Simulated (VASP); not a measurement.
# Nb in VASP: further runs, part 2 of 2

VASP 6.6.1. The steps go on from the part before.

## Step 4: Electric field gradients, PBEsol (volume scaled by 0.99)

INCAR

```
PREC = Accurate ; ENCUT = 520
EDIFF = 1E-8 ; ISMEAR = -1
SIGMA = 0.08 ; LREAL = False
LASPH = True ; NELM = 80
ALGO = Normal ; ISIF = 2
LWAVE = False ; LCHARG = False
GGA = PS ; LEFG = True
NBANDS = 12
```

KPOINTS

```
regular mesh
0
Gamma
  13 13 13
```

POSCAR

```
Nb
1.0
    0.0000000000      2.1079263686      2.1079263686
    2.1079263686      0.0000000000      2.1079263686
    2.1079263686      2.1079263686      0.0000000000
Nb
1
Direct
    0.0000000000      0.0000000000      0.0000000000
```

Potentials or basis: VASP PAW PBE potentials, release 64 (Nb_sv).

On the command line:

```sh
$ cat potpaw_PBE.64/Nb_sv/POTCAR > POTCAR
$ mpirun -np 1 vasp_std > vasp.out
```

OUTCAR:

```text
PREC = Accurate
   ENCUT = 520
   EDIFF = 1E-8
   ISMEAR = -1
   LREAL = False
   LASPH = True
   NELM = 80
   ISIF = 2
   GGA = PS

 ion  position               nearest neighbor table
   1  0.000  0.000  0.000-

  LATTYP: Found a face centered cubic cell.
 ALAT       =     4.2158527372

  Lattice vectors:

 A1 = (   0.0000000000,   2.1079263686,   2.1079263686)
 A2 = (   2.1079263686,   0.0000000000,   2.1079263686)
 A3 = (   2.1079263686,   2.1079263686,   0.0000000000)

Analysis of symmetry for initial positions (statically):
=====================================================================
 Subroutine PRICEL returns:
 Original cell was already a primitive cell.

 Routine SETGRP: Setting up the symmetry group for a
 face centered cubic supercell.

 Subroutine GETGRP returns: Found 48 space group operations
 (whereof 48 operations were pure point group operations)
 out of a pool of 48 trial point group operations.

The static configuration has the point symmetry O_h .

Analysis of symmetry for dynamics (positions and initial velocities):
=====================================================================
 Subroutine PRICEL returns:
 Original cell was already a primitive cell.

 Routine SETGRP: Setting up the symmetry group for a
 face centered cubic supercell.

 Subroutine GETGRP returns: Found 48 space group operations
 (whereof 48 operations were pure point group operations)
 out of a pool of 48 trial point group operations.

The dynamic configuration has the point symmetry O_h .

 Subroutine INISYM returns: Found 48 space group operations
 (whereof 48 operations are pure point group operations),
 and found     1 'primitive' translations

----------------------------------------------------------------------------------------

                                     Primitive cell

  volume of cell :      18.7325

  direct lattice vectors                    reciprocal lattice vectors
     0.000000000  2.107926369  2.107926369    -0.237199936  0.237199936  0.237199936
     2.107926369  0.000000000  2.107926369     0.237199936 -0.237199936  0.237199936
     2.107926369  2.107926369  0.000000000     0.237199936  0.237199936 -0.237199936

  length of vectors
     2.981058059  2.981058059  2.981058059     0.410842341  0.410842341  0.410842341

  position of ions in fractional coordinates (direct lattice)
     0.000000000  0.000000000  0.000000000

  ion indices of the primitive-cell ions
   primitive index   ion index
                 1           1

----------------------------------------------------------------------------------------

 KPOINTS: regular mesh

Automatic generation of k-mesh.
 Grid dimensions read from file:
[... 73 lines left out ...]
   POTIM  = 0.5000    time-step for ionic-motion
   TEBEG  =    0.0;   TEEND  =   0.0 temperature during run
   PSTRESS=    0.0 pullay stress
   NELECT =      13.0000    total number of electrons
   NUPDOWN=      -1.0000    fix difference up-down
   EMIN   =  10.00;   EMAX   =-10.00  energy-range for DOS
   EFERMI =   0.00;   METHOD = LEGACY
   ISMEAR =    -1;   SIGMA  =   0.08  broadening in eV -4-tet -1-fermi 0-gaus
   EFERMI_NEDOS =   21; number of points for ismear=-14 and -15
   IALGO  =     38    algorithm
   IMIX   =      4    mixing-type and parameters
     AMIX     =   0.40;   BMIX     =  1.00
     AMIX_MAG =   1.60;   BMIX_MAG =  1.00
  volume/ion in A,a.u.               =      18.73       126.41
  Fermi-wavevector in a.u.,A,eV,Ry     =   1.449408  2.738983 28.582877  2.100782
  Thomas-Fermi vector in A             =   2.567138
   LORBIT       =      0    0 simple, 1 ext, 2 COOP (PROOUT), +10 PAW based schemes
   GGA     = PS    functional components
   LHFCALC =     F    Hartree Fock is set to
   AEXX    =    0.0000 exact exchange contribution
   IVDW    =     0    specifies the selected vdW correction
   LEPSILON=     F    determine dielectric tensor
   LRPA    =     F    only Hartree local field effects (RPA)
 non-spin polarized calculation
  energy-cutoff  :      520.00
  volume of cell :       18.73
 maximum number of plane-waves:       531
 NGX is ok and might be reduce to    24
   NGX = 11   NGY = 11   NGZ = 11

 number of electron      13.0000001 magnetization

 Free energy of the ion-electron system (eV)
  ---------------------------------------------------
  ext. energy  EPLUGINS =         0.00000000
  ---------------------------------------------------
  free energy    TOTEN  =       -10.61023957 eV

  energy without entropy =      -10.57723753  energy(sigma->0) =      -10.59373855

 E-fermi :  10.8392     XC(G=0): -12.4300

 val. band max:       10.8379215365   @ k =   0.3846   0.2308   0.0000
 cond. band min:      10.8638831401   @ k =  -0.3846   0.2308   0.0769
 fundamental gap:      0.0259616036
 Fermi energy:        10.8392158559

 k-point     1 :       0.0000    0.0000    0.0000
  band No.  band energies     occupation
      1     -43.8361      2.00000
      2     -19.2391      2.00000
      3     -19.2391      2.00000
      4     -19.2391      2.00000
      5       4.6014      2.00000
      6      10.9594      0.36420
      7      10.9594      0.36420
      8      10.9594      0.36420
      9      13.5578      0.00000
     10      13.5578      0.00000
     11      22.6932      0.00000
     12      27.4378      0.00000
[... 331 lines left out ...]
 k-point    24 :       0.4615    0.1538    0.0000
  band No.  band energies     occupation
      1     -43.6348      2.00000
      2     -20.2940      2.00000
      3     -19.5314      2.00000
      4     -19.4586      2.00000
      5       7.6357      2.00000
      6       9.8320      1.99999
      7      10.8325      1.04215
      8      11.5953      0.00016
      9      15.6229      0.00000
     10      16.0304      0.00000
     11      21.6119      0.00000
     12      24.3941      0.00000

 [... further k-points ...]

------------------------ aborting loop because EDIFF is reached ----------------------------------------

  FORCE on cell =-STRESS in cart. coord.  units (eV):
  Direction    XX          YY          ZZ          XY          YZ          ZX
  --------------------------------------------------------------------------------------
  -------------------------------------------------------------------------------------
  Total       -0.6271923     -0.6271923     -0.6271923      0.0000000     -0.0000000      0.0000000
  in kB      -53.6432419    -53.6432419    -53.6432419      0.0000000     -0.0000000      0.0000000
  external PRESSURE =     -53.6432419 kB  Pullay stress =       0.0000000 kB

 VOLUME and BASIS-vectors are now :
 -----------------------------------------------------------------------------
  energy-cutoff  :      520.00
  volume of cell :       18.73
      direct lattice vectors                 reciprocal lattice vectors
     0.000000000  2.107926369  2.107926369    -0.237199936  0.237199936  0.237199936
     2.107926369  0.000000000  2.107926369     0.237199936 -0.237199936  0.237199936
     2.107926369  2.107926369  0.000000000     0.237199936  0.237199936 -0.237199936

 POSITION                                       TOTAL-FORCE (eV/Angst)
 -----------------------------------------------------------------------------------
      0.00000      0.00000      0.00000         0.000000      0.000000      0.000000
 -----------------------------------------------------------------------------------
    total drift:                               -0.000000      0.000000      0.000000

  FREE ENERGIE OF THE ION-ELECTRON SYSTEM (eV)
  ---------------------------------------------------
  free  energy   TOTEN  =       -10.6102395744 eV

  energy  without entropy=      -10.5772375320  energy(sigma->0) =      -10.59373855

 Electric field gradients (V/A^2)
---------------------------------------------------------------------
 ion       V_xx      V_yy      V_zz      V_xy      V_xz      V_yz
---------------------------------------------------------------------
   1      -0.000    -0.000    -0.000    -0.000    -0.000    -0.000
---------------------------------------------------------------------

 Electric field gradients after diagonalization (V/A^2)
 (convention: |V_zz| > |V_xx| > |V_yy|)
----------------------------------------------------------------------
 ion       V_xx      V_yy      V_zz     asymmetry (V_yy - V_xx)/ V_zz
----------------------------------------------------------------------
   1       0.000     0.000    -0.000       0.000
----------------------------------------------------------------------

           NMR quadrupolar parameters

 Cq : quadrupolar parameter    Cq=e*Q*V_zz/h
 eta: asymmetry parameters     (V_yy - V_xx)/ V_zz
 Q  : nuclear electric quadrupole moment in mb (millibarn)
----------------------------------------------------------------------
 ion       Cq(MHz)       eta       Q (mb)
----------------------------------------------------------------------
   1      -0.000       0.000       1.000
----------------------------------------------------------------------
```

It took 14 s on 1 thread of Intel Xeon Platinum 8259CL at 2.50GHz (Skylake/Cascade Lake), shared host; peak memory 0.15 GiB.

Results:

```yaml
Free_energy: -10.6102 eV
Pressure: -5.4 GPa
```

Caveat: without QUAD_EFG the Cq values of the log hold for a quadrupole moment of 1 mb, not for the nuclei; the PAW data sets were made with another functional, which shifts forces and pressure a little.

## Step 5: Electric field gradients, PBEsol (volume scaled by 1.04)

INCAR

```
SYSTEM = Nb
ALGO = Normal ; EDIFF = 1E-8
ENCUT = 520 ; GGA = PS
ISIF = 2 ; ISMEAR = -1
LASPH = .True. ; LCHARG = .False.
LEFG = .True. ; LREAL = .False.
LWAVE = .False. ; NBANDS = 12
NELM = 100 ; PREC = Accurate
SIGMA = 0.08
```

KPOINTS

```
k-points
0
Gamma
  13 13 13
  0 0 0
```

POSCAR

```
Nb
1.0
    0.0000000000      2.1428321391      2.1428321391
    2.1428321391      0.0000000000      2.1428321391
    2.1428321391      2.1428321391      0.0000000000
Nb
1
Direct
    0.0000000000      0.0000000000      0.0000000000
```

Potentials or basis: VASP PAW PBE potentials, release 64 (Nb_sv).

On the command line:

```sh
$ cat potpaw_PBE.64/Nb_sv/POTCAR > POTCAR
$ mpirun -np 1 vasp_std > vasp.out
```

OUTCAR:

```text
SYSTEM = Nb
   EDIFF = 1E-8
   ENCUT = 520
   GGA = PS
   ISIF = 2
   ISMEAR = -1
   LASPH = .True.
   LREAL = .False.
   NELM = 100
   PREC = Accurate

 ion  position               nearest neighbor table
   1  0.000  0.000  0.000-

  LATTYP: Found a face centered cubic cell.
 ALAT       =     4.2856642782

  Lattice vectors:

 A1 = (   0.0000000000,   2.1428321391,   2.1428321391)
 A2 = (   2.1428321391,   0.0000000000,   2.1428321391)
 A3 = (   2.1428321391,   2.1428321391,   0.0000000000)

Analysis of symmetry for initial positions (statically):
=====================================================================
 Subroutine PRICEL returns:
 Original cell was already a primitive cell.

 Routine SETGRP: Setting up the symmetry group for a
 face centered cubic supercell.

 Subroutine GETGRP returns: Found 48 space group operations
 (whereof 48 operations were pure point group operations)
 out of a pool of 48 trial point group operations.

The static configuration has the point symmetry O_h .

Analysis of symmetry for dynamics (positions and initial velocities):
=====================================================================
 Subroutine PRICEL returns:
 Original cell was already a primitive cell.

 Routine SETGRP: Setting up the symmetry group for a
 face centered cubic supercell.

 Subroutine GETGRP returns: Found 48 space group operations
 (whereof 48 operations were pure point group operations)
 out of a pool of 48 trial point group operations.

The dynamic configuration has the point symmetry O_h .

 Subroutine INISYM returns: Found 48 space group operations
 (whereof 48 operations are pure point group operations),
 and found     1 'primitive' translations

----------------------------------------------------------------------------------------

                                     Primitive cell

  volume of cell :      19.6786

  direct lattice vectors                    reciprocal lattice vectors
     0.000000000  2.142832139  2.142832139    -0.233336056  0.233336056  0.233336056
     2.142832139  0.000000000  2.142832139     0.233336056 -0.233336056  0.233336056
     2.142832139  2.142832139  0.000000000     0.233336056  0.233336056 -0.233336056

  length of vectors
     3.030422273  3.030422273  3.030422273     0.404149904  0.404149904  0.404149904

  position of ions in fractional coordinates (direct lattice)
     0.000000000  0.000000000  0.000000000

  ion indices of the primitive-cell ions
   primitive index   ion index
                 1           1

----------------------------------------------------------------------------------------

 KPOINTS: k-points

Automatic generation of k-mesh.
 Grid dimensions read from file:
 generate k-points for:   13   13   13

 Generating k-lattice:

[... 69 lines left out ...]
   POTIM  = 0.5000    time-step for ionic-motion
   TEBEG  =    0.0;   TEEND  =   0.0 temperature during run
   PSTRESS=    0.0 pullay stress
   NELECT =      13.0000    total number of electrons
   NUPDOWN=      -1.0000    fix difference up-down
   EMIN   =  10.00;   EMAX   =-10.00  energy-range for DOS
   EFERMI =   0.00;   METHOD = LEGACY
   ISMEAR =    -1;   SIGMA  =   0.08  broadening in eV -4-tet -1-fermi 0-gaus
   EFERMI_NEDOS =   21; number of points for ismear=-14 and -15
   IALGO  =     38    algorithm
   IMIX   =      4    mixing-type and parameters
     AMIX     =   0.40;   BMIX     =  1.00
     AMIX_MAG =   1.60;   BMIX_MAG =  1.00
  volume/ion in A,a.u.               =      19.68       132.80
  Fermi-wavevector in a.u.,A,eV,Ry     =   1.425797  2.694366 27.659257  2.032898
  Thomas-Fermi vector in A             =   2.546143
   LORBIT       =      0    0 simple, 1 ext, 2 COOP (PROOUT), +10 PAW based schemes
   GGA     = PS    functional components
   LHFCALC =     F    Hartree Fock is set to
   AEXX    =    0.0000 exact exchange contribution
   IVDW    =     0    specifies the selected vdW correction
   LEPSILON=     F    determine dielectric tensor
   LRPA    =     F    only Hartree local field effects (RPA)
 non-spin polarized calculation
  energy-cutoff  :      520.00
  volume of cell :       19.68
 maximum number of plane-waves:       540
   NGX = 11   NGY = 11   NGZ = 11

 number of electron      12.9999999 magnetization

 Free energy of the ion-electron system (eV)
  ---------------------------------------------------
  ext. energy  EPLUGINS =         0.00000000
  ---------------------------------------------------
  free energy    TOTEN  =       -10.55764786 eV

  energy without entropy =      -10.52415568  energy(sigma->0) =      -10.54090177

 E-fermi :  10.1707     XC(G=0): -12.1801

 val. band max:       10.1673804435   @ k =   0.4615   0.3077   0.0769
 cond. band min:      10.2112101800   @ k =   0.3846   0.0769   0.0000
 fundamental gap:      0.0438297365
 Fermi energy:        10.1706843707

 k-point     1 :       0.0000    0.0000    0.0000
  band No.  band energies     occupation
      1     -44.5692      2.00000
      2     -20.0565      2.00000
      3     -20.0565      2.00000
      4     -20.0565      2.00000
      5       4.0590      2.00000
      6      10.3174      0.27548
      7      10.3174      0.27548
      8      10.3174      0.27548
      9      12.7401      0.00000
     10      12.7401      0.00000
     11      21.9641      0.00000
     12      26.4939      0.00000
[... 331 lines left out ...]
 k-point    24 :       0.4615    0.1538    0.0000
  band No.  band energies     occupation
      1     -44.4053      2.00000
      2     -20.9554      2.00000
      3     -20.3063      2.00000
      4     -20.2450      2.00000
      5       7.1053      2.00000
      6       9.2380      1.99998
      7      10.1354      1.21727
      8      10.9172      0.00018
      9      14.6599      0.00000
     10      15.0518      0.00000
     11      20.3807      0.00000
     12      23.4619      0.00000

 [... further k-points ...]

------------------------ aborting loop because EDIFF is reached ----------------------------------------

  FORCE on cell =-STRESS in cart. coord.  units (eV):
  Direction    XX          YY          ZZ          XY          YZ          ZX
  --------------------------------------------------------------------------------------
  -------------------------------------------------------------------------------------
  Total       -1.5196580     -1.5196580     -1.5196580      0.0000000     -0.0000000      0.0000000
  in kB     -123.7262867   -123.7262867   -123.7262867      0.0000000     -0.0000000      0.0000000
  external PRESSURE =    -123.7262867 kB  Pullay stress =       0.0000000 kB

 VOLUME and BASIS-vectors are now :
 -----------------------------------------------------------------------------
  energy-cutoff  :      520.00
  volume of cell :       19.68
      direct lattice vectors                 reciprocal lattice vectors
     0.000000000  2.142832139  2.142832139    -0.233336056  0.233336056  0.233336056
     2.142832139  0.000000000  2.142832139     0.233336056 -0.233336056  0.233336056
     2.142832139  2.142832139  0.000000000     0.233336056  0.233336056 -0.233336056

 POSITION                                       TOTAL-FORCE (eV/Angst)
 -----------------------------------------------------------------------------------
      0.00000      0.00000      0.00000         0.000000      0.000000     -0.000000
 -----------------------------------------------------------------------------------
    total drift:                                0.000000      0.000000     -0.000000

  FREE ENERGIE OF THE ION-ELECTRON SYSTEM (eV)
  ---------------------------------------------------
  free  energy   TOTEN  =       -10.5576478632 eV

  energy  without entropy=      -10.5241556782  energy(sigma->0) =      -10.54090177

 Electric field gradients (V/A^2)
---------------------------------------------------------------------
 ion       V_xx      V_yy      V_zz      V_xy      V_xz      V_yz
---------------------------------------------------------------------
   1       0.000     0.000    -0.000     0.000     0.000     0.000
---------------------------------------------------------------------

 Electric field gradients after diagonalization (V/A^2)
 (convention: |V_zz| > |V_xx| > |V_yy|)
----------------------------------------------------------------------
 ion       V_xx      V_yy      V_zz     asymmetry (V_yy - V_xx)/ V_zz
----------------------------------------------------------------------
   1      -0.000    -0.000     0.000       0.000
----------------------------------------------------------------------

           NMR quadrupolar parameters

 Cq : quadrupolar parameter    Cq=e*Q*V_zz/h
 eta: asymmetry parameters     (V_yy - V_xx)/ V_zz
 Q  : nuclear electric quadrupole moment in mb (millibarn)
----------------------------------------------------------------------
 ion       Cq(MHz)       eta       Q (mb)
----------------------------------------------------------------------
   1       0.000       0.000       1.000
----------------------------------------------------------------------
```

Run time: 14 s. Hardware: 1 thread of Intel Xeon Platinum 8259CL at 2.50GHz (Skylake/Cascade Lake), shared host; peak memory 0.15 GiB.

Results:

```yaml
Free_energy: -10.5576 eV
Pressure: -12.4 GPa
```

Caveat: without QUAD_EFG the Cq values of the log hold for a quadrupole moment of 1 mb, not for the nuclei; the PAW data sets were made with another functional, which shifts forces and pressure a little.

## Step 6: Summary

```csv
cell,gap on the mesh (eV),pressure (GPa)
"a = 2.961, b = 2.961, c = 2.931 Å, angles 60.3, 60.3, 59.3°, 1 atom",none,-0.4
"a = 3.021, b = 3.021, c = 3.051 Å, angles 59.7, 59.7, 60.7°, 1 atom",none,-12.5
"a = 2.981 Å, angles 60.0°, 1 atom",none,-5.4
"a = 3.030 Å, angles 60.0°, 1 atom",none,-12.4
```

Alike in all rows: task electric field gradients; level PBEsol; potentials or basis VASP PAW PBE potentials, release 64 (Nb_sv); no spin polarisation; k mesh 13 × 13 × 13; cutoff (eV) 520; smearing fermi-dirac 0.08 eV.

Caveats: the PAW data sets were made with another functional, which shifts forces and pressure a little.

Absolute energies hang on the potentials; compare differences alone.
